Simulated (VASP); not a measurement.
# FeO (Cm) in VASP: single point with PBEsol

Aim: the single point of FeO with PBEsol.

Everything below comes from runs of VASP 6.6.1. Logs are shortened: lines on timing, memory, paths and dates and some standing lists are left out, and cuts for length are marked.

## (1) The cell of the first run

The structure is monoclinic, space group Cm (No. 8). Conventional cell: a = 5.257 Å, b = 3.035 Å, c = 3.066 Å, α = 90.00°, β = 124.86°, γ = 90.00°. Fe (site symmetry m) has 4 O at 1.77 to 2.35 Å within 2.4 Å. O (site symmetry m) has 4 Fe at 1.77 to 2.35 Å within 2.4 Å.

## (2) Single point, PBEsol, collinear spin, ferromagnetic start (atom 2 (O) moved by (-0.450, +0.450) A along y and z)

File INCAR:

```
SYSTEM = FeO
ALGO = Fast
EDIFF = 1E-6
ENCUT = 520
GGA = PS
ISIF = 2
ISMEAR = 0
ISPIN = 2
LASPH = .True.
LCHARG = .False.
LMAXMIX = 4
LORBIT = 11
LREAL = .False.
LWAVE = .False.
MAGMOM = 3.79 0.36
NBANDS = 18
NELM = 150
PREC = Accurate
SIGMA = 0.15
```

File KPOINTS:

```
k-points
0
Gamma
  18 18 18
  0 0 0
```

File POSCAR:

```
FeO
1.0
    1.5176813758      0.8762337509      2.5157933572
   -1.5176813758      0.8762337509      2.5157933572
    0.0000000000     -1.7524675018      2.5157933572
Fe O
1 1
Direct
    0.0000000000      0.0000000000      0.0000000000
    0.4740297403      0.4740297403      0.7308105362
```

Potentials or basis: VASP PAW PBE potentials, release 64 (Fe, O).

Started as:

```
$ cat potpaw_PBE.64/Fe/POTCAR potpaw_PBE.64/O/POTCAR > POTCAR
$ mpirun -np 1 vasp_std > vasp.out
```

OUTCAR:

```text
SYSTEM = FeO
   EDIFF = 1E-6
   ENCUT = 520
   GGA = PS
   ISIF = 2
   ISMEAR = 0
   ISPIN = 2
   LASPH = .True.
   LORBIT = 11
   LREAL = .False.
   NELM = 150
   PREC = Accurate

 ion  position               nearest neighbor table
   1  0.000  0.000  0.000-   2 1.77   2 1.77   2 2.15   2 2.35
   2  0.474  0.474  0.731-   1 1.77   1 1.77   1 2.15   1 2.35

  LATTYP: Found a trigonal (rhomboedric) cell.
 ALAT       =     3.0660004176
 COS(alpha) =     0.5099427870

  Lattice vectors:

 A1 = (   1.5176813758,   0.8762337509,   2.5157933572)
 A2 = (  -1.5176813758,   0.8762337509,   2.5157933572)
 A3 = (   0.0000000000,  -1.7524675018,   2.5157933572)

Analysis of symmetry for initial positions (statically):
=====================================================================
 Subroutine PRICEL returns:
 Original cell was already a primitive cell.

 Routine SETGRP: Setting up the symmetry group for a
 trigonal (rhombohedral) supercell.

 Subroutine GETGRP returns: Found  2 space group operations
 (whereof  2 operations were pure point group operations)
 out of a pool of 12 trial point group operations.

The static configuration has the point symmetry C_1h.

Analysis of symmetry for dynamics (positions and initial velocities):
=====================================================================
 Subroutine PRICEL returns:
 Original cell was already a primitive cell.

 Routine SETGRP: Setting up the symmetry group for a
 trigonal (rhombohedral) supercell.

 Subroutine GETGRP returns: Found  2 space group operations
 (whereof  2 operations were pure point group operations)
 out of a pool of 12 trial point group operations.

The dynamic configuration has the point symmetry C_1h.

Analysis of structural, dynamic, and magnetic symmetry:
=====================================================================
 Subroutine PRICEL returns:
 Original cell was already a primitive cell.

 Routine SETGRP: Setting up the symmetry group for a
 trigonal (rhombohedral) supercell.

 Subroutine GETGRP returns: Found  2 space group operations
 (whereof  2 operations were pure point group operations)
 out of a pool of 12 trial point group operations.

The overall configuration has the point symmetry C_1h.

 Subroutine INISYM returns: Found  2 space group operations
 (whereof  2 operations are pure point group operations),
 and found     1 'primitive' translations

----------------------------------------------------------------------------------------

                                     Primitive cell

  volume of cell :      20.0737

  direct lattice vectors                    reciprocal lattice vectors
     1.517681376  0.876233751  2.515793357     0.329449915  0.190207997  0.132496309
    -1.517681376  0.876233751  2.515793357    -0.329449915  0.190207997  0.132496309
     0.000000000 -1.752467502  2.515793357     0.000000000 -0.380415994  0.132496309

  length of vectors
     3.066000418  3.066000418  3.066000418     0.402829493  0.402829493  0.402829493

  position of ions in fractional coordinates (direct lattice)
     0.000000000  0.000000000  0.000000000
     0.474029740  0.474029740  0.730810536

  ion indices of the primitive-cell ions
   primitive index   ion index
                 1           1
                 2           2

----------------------------------------------------------------------------------------

 KPOINTS: k-points

Automatic generation of k-mesh.
 Grid dimensions read from file:
 generate k-points for:   18   18   18

 Generating k-lattice:

  Cartesian coordinates                     Fractional coordinates (reciprocal lattice)
     0.018302773  0.010567111  0.007360906     0.055555556  0.000000000  0.000000000
    -0.018302773  0.010567111  0.007360906     0.000000000  0.055555556  0.000000000
     0.000000000 -0.021134222  0.007360906     0.000000000  0.000000000  0.055555556

  Length of vectors
     0.022379416  0.022379416  0.022379416

  Shift w.r.t. Gamma in fractional coordinates (k-lattice)
     0.000000000  0.000000000  0.000000000

 Subroutine IBZKPT returns following result:
 ===========================================

 Found   1550 irreducible k-points:

 Following reciprocal coordinates:
            Coordinates               Weight
  0.000000  0.000000  0.000000      1.000000
  0.055556 -0.000000 -0.000000      4.000000
 -0.000000 -0.000000  0.055556      2.000000
  0.111111 -0.000000 -0.000000      4.000000
 -0.000000 -0.000000  0.111111      2.000000
  0.166667 -0.000000  0.000000      4.000000
[... 16 lines left out ...]
 -0.111111  0.000000 -0.055556      4.000000
  0.055556 -0.000000  0.111111      4.000000
 [... further k-points ...]
   k-points           NKPTS =   1550   k-points in BZ     NKDIM =   1550   number of bands    NBANDS=     18
   number of dos      NEDOS =    301   number of ions     NIONS =      2
   total plane-waves  NPLWV =  13824
   dimension x,y,z NGX =    24 NGY =   24 NGZ =   24
   dimension x,y,z NGXF=    48 NGYF=   48 NGZF=   48
   ions per type =               1   1
   NGX,Y,Z   is equivalent  to a cutoff of  13.01, 13.01, 13.01 a.u.
   NGXF,Y,Z  is equivalent  to a cutoff of  26.03, 26.03, 26.03 a.u.
 SYSTEM =  FeO
   PREC   = accura    normal or accurate (medium, high low for compatibility)
   ISTART =      0    job   : 0-new  1-cont  2-samecut
   ICHARG =      2    charge: 1-file 2-atom 10-const
   ISPIN  =      2    spin polarized calculation?
   LNONCOLLINEAR =      F non collinear calculations
   LSORBIT =      F    spin-orbit coupling
   LASPH  =      T    aspherical Exc in radial PAW
   ENCUT  =  520.0 eV  38.22 Ry    6.18 a.u.   5.70  5.70  5.70*2*pi/ulx,y,z
   NELM   =    150;   NELMIN=  2; NELMDL= -5     # of ELM steps
   EDIFF  = 0.1E-05   stopping-criterion for ELM
   LREAL  =      F    real-space projection
   EDIFFG = 0.1E-04   stopping-criterion for IOM
   NSW    =      0    number of steps for IOM
   IBRION =     -1    ionic relax: 0-MD 1-quasi-New 2-CG
   NFREE  =      0    steps in history (QN), initial steepest desc. (CG)
   ISIF   =      2    stress and relaxation
   ISYM   =      2    0-nonsym 1-usesym 2-fastsym
   POTIM  = 0.5000    time-step for ionic-motion
   TEBEG  =    0.0;   TEEND  =   0.0 temperature during run
   PSTRESS=    0.0 pullay stress
   NELECT =      14.0000    total number of electrons
   NUPDOWN=      -1.0000    fix difference up-down
   EMIN   =  10.00;   EMAX   =-10.00  energy-range for DOS
   EFERMI =   0.00;   METHOD = LEGACY
   ISMEAR =     0;   SIGMA  =   0.15  broadening in eV -4-tet -1-fermi 0-gaus
   EFERMI_NEDOS =   21; number of points for ismear=-14 and -15
   IALGO  =     68    algorithm
   IMIX   =      4    mixing-type and parameters
     AMIX     =   0.40;   BMIX     =  1.00
     AMIX_MAG =   1.60;   BMIX_MAG =  1.00
  volume/ion in A,a.u.               =      10.04        67.73
  Fermi-wavevector in a.u.,A,eV,Ry     =   1.451806  2.743515 28.677551  2.107741
  Thomas-Fermi vector in A             =   2.569261
   LORBIT       =     11    0 simple, 1 ext, 2 COOP (PROOUT), +10 PAW based schemes
   GGA     = PS    functional components
   LHFCALC =     F    Hartree Fock is set to
   AEXX    =    0.0000 exact exchange contribution
   IVDW    =     0    specifies the selected vdW correction
   LEPSILON=     F    determine dielectric tensor
   LRPA    =     F    only Hartree local field effects (RPA)
 spin polarized calculation
 RMM-DIIS sequential band-by-band and
 Gauss-broadening in eV      SIGMA  =   0.15
  energy-cutoff  :      520.00
  volume of cell :       20.07
 maximum number of plane-waves:       556
   NGX = 11   NGY = 11   NGZ = 11

 number of electron      14.0000002 magnetization       3.6996783

 Free energy of the ion-electron system (eV)
  ---------------------------------------------------
  ext. energy  EPLUGINS =         0.00000000
  ---------------------------------------------------
  free energy    TOTEN  =       -15.08434089 eV

  energy without entropy =      -15.06424951  energy(sigma->0) =      -15.07429520

 E-fermi :   5.9680     XC(G=0): -12.2952

 val. band max:        5.9668764713   @ k =   0.3889   0.2222   0.1111
 cond. band min:       5.9681038755   @ k =  -0.4444   0.3889   0.2222
 fundamental gap:      0.0012274042
 Fermi energy:         5.9680274419

 spin component 1

 k-point     1 :       0.0000    0.0000    0.0000
  band No.  band energies     occupation
      1     -15.2397      1.00000
      2      -1.0349      1.00000
      3      -0.7586      1.00000
      4       0.2744      1.00000
      5       2.3663      1.00000
      6       2.6880      1.00000
[... 10 lines left out ...]
     17      27.7521      0.00000
     18      27.7793      0.00000
[... 463 lines left out ...]
 k-point    24 :       0.0556   -0.0000    0.1111
  band No.  band energies     occupation
      1     -15.1428      1.00000
      2      -1.1971      1.00000
      3      -0.8480      1.00000
      4       0.1038      1.00000
      5       2.4095      1.00000
      6       2.7202      1.00000
[... 10 lines left out ...]
     17      28.1712      0.00000
     18      29.7775      0.00000

 [... further k-points ...]

 Fermi energy:         5.9680274419

 spin component 2

 k-point     1 :       0.0000    0.0000    0.0000
  band No.  band energies     occupation
      1     -14.6661      1.00000
      2       0.1635      1.00000
      3       0.5777      1.00000
      4       1.5225      1.00000
      5       5.2876      1.00000
      6       5.8690      0.82482
[... 10 lines left out ...]
     17      28.9165      0.00000
     18      29.1414      0.00000
[... 463 lines left out ...]
 k-point    24 :       0.0556   -0.0000    0.1111
  band No.  band energies     occupation
      1     -14.5678      1.00000
      2      -0.0148      1.00000
      3       0.4317      1.00000
      4       1.3032      1.00000
      5       5.3327      1.00000
      6       5.8989      0.74281
[... 10 lines left out ...]
     17      29.3389      0.00000
     18      30.8801      0.00000

 [... further k-points ...]

------------------------ aborting loop because EDIFF is reached ----------------------------------------

  FORCE on cell =-STRESS in cart. coord.  units (eV):
  Direction    XX          YY          ZZ          XY          YZ          ZX
  --------------------------------------------------------------------------------------
  -------------------------------------------------------------------------------------
  Total        6.8342067      0.0345544      1.3439725      0.0000000     -0.9292466      0.0000000
  in kB      545.4712818      2.7579513    107.2689838      0.0000000    -74.1676901      0.0000000
  external PRESSURE =     218.4994056 kB  Pullay stress =       0.0000000 kB

 VOLUME and BASIS-vectors are now :
 -----------------------------------------------------------------------------
  energy-cutoff  :      520.00
  volume of cell :       20.07
      direct lattice vectors                 reciprocal lattice vectors
     1.517681376  0.876233751  2.515793357     0.329449915  0.190207997  0.132496309
    -1.517681376  0.876233751  2.515793357    -0.329449915  0.190207997  0.132496309
     0.000000000 -1.752467502  2.515793357     0.000000000 -0.380415994  0.132496309

 POSITION                                       TOTAL-FORCE (eV/Angst)
 -----------------------------------------------------------------------------------
      0.00000      0.00000      0.00000         0.000000     -1.296235      2.366185
      0.00000     -0.45000      4.22369         0.000000      1.296235     -2.366185
 -----------------------------------------------------------------------------------
    total drift:                               -0.000000     -0.000608      0.000045

  FREE ENERGIE OF THE ION-ELECTRON SYSTEM (eV)
  ---------------------------------------------------
  free  energy   TOTEN  =       -15.0843408865 eV

  energy  without entropy=      -15.0642495051  energy(sigma->0) =      -15.07429520

 total charge

# of ion       s       p       d       tot
------------------------------------------
    1        0.391   0.528   6.281   7.199
    2        1.563   3.470   0.000   5.033
--------------------------------------------------
tot          1.953   3.999   6.281  12.233

 magnetization (x)

# of ion       s       p       d       tot
------------------------------------------
    1        0.046   0.056   3.173   3.276
    2        0.026   0.265   0.000   0.291
--------------------------------------------------
tot          0.072   0.322   3.173   3.567
```

Run time: 23 min. Hardware: 1 thread of Oxide Virtual Turin-like, shared host; peak memory 0.82 GiB.

Results:

```yaml
Free_energy: -15.0843 eV
Pressure: 21.8 GPa
Largest_force: 2.698 eV/Å
Net_moment: 3.70 μB per cell
Site_moments: Fe +3.28; O +0.29 μB
Valence_electrons_inside_the_program's_atomic_spheres: Fe 7.20; O 5.03
```

Forces on the atoms (eV/Å):
```
Fe   0.000 -1.296  2.366
O    0.000  1.296 -2.366
```

Stress tensor (GPa, compression positive):
```
54.55  0.00  0.00
 0.00  0.28 -7.42
 0.00 -7.42 10.73
```

Levels at points of the mesh, in eV from the Fermi level:
Spin up:
| k point | band 7 | band 8 | band 9 | band 10 | band 11 | band 12 |
| --- | --- | --- | --- | --- | --- | --- |
| (0.00, 0.00, 0.00) | -1.59 | -0.92 | -0.10 | 0.74 | 14.15 | 16.13 |
| (0.50, 0.00, 0.00) | -2.34 | -1.94 | -0.60 | 5.23 | 7.64 | 13.58 |
| (0.00, 0.00, 0.50) | -2.10 | 0.02 | 0.75 | 4.95 | 7.24 | 12.76 |
| (0.50, 0.50, 0.00) | -2.40 | -1.26 | -1.06 | 4.48 | 8.57 | 9.75 |
| (0.50, 0.00, 0.50) | -2.50 | -2.05 | -1.81 | 3.99 | 9.36 | 9.80 |
| (0.50, 0.50, 0.50) | -2.56 | -0.87 | 0.40 | 5.15 | 7.46 | 13.77 |
Spin down:
```tsv
k point	band 2	band 3	band 4	band 5	band 6	band 7	band 8	band 9
(0.00, 0.00, 0.00)	-5.80	-5.39	-4.45	-0.68	-0.10	0.16	1.10	2.49
(0.50, 0.00, 0.00)	-8.19	-5.46	-4.23	-0.66	-0.39	0.61	1.15	2.09
(0.00, 0.00, 0.50)	-7.98	-6.57	-5.71	0.41	0.59	0.75	2.65	3.40
(0.50, 0.50, 0.00)	-7.04	-6.16	-6.12	0.65	0.80	0.80	1.01	1.77
(0.50, 0.00, 0.50)	-7.12	-5.73	-5.32	-0.36	0.51	0.73	0.94	1.22
(0.50, 0.50, 0.50)	-8.17	-6.31	-4.75	-0.14	0.10	0.71	1.89	3.07
```

Caveat: the cell differs from its parent crystal (atom 2 (O) moved by (-0.450, +0.450) A along y and z); the stress differs along the axes, from 0 to 55 GPa; the PAW data sets were made with another functional, which shifts forces and pressure a little; a cell with one magnetic atom can't hold antiferromagnetic order, which such compounds often take; semilocal functionals often make such compounds metallic where correlation or magnetic order opens a gap, which also shifts bond lengths.
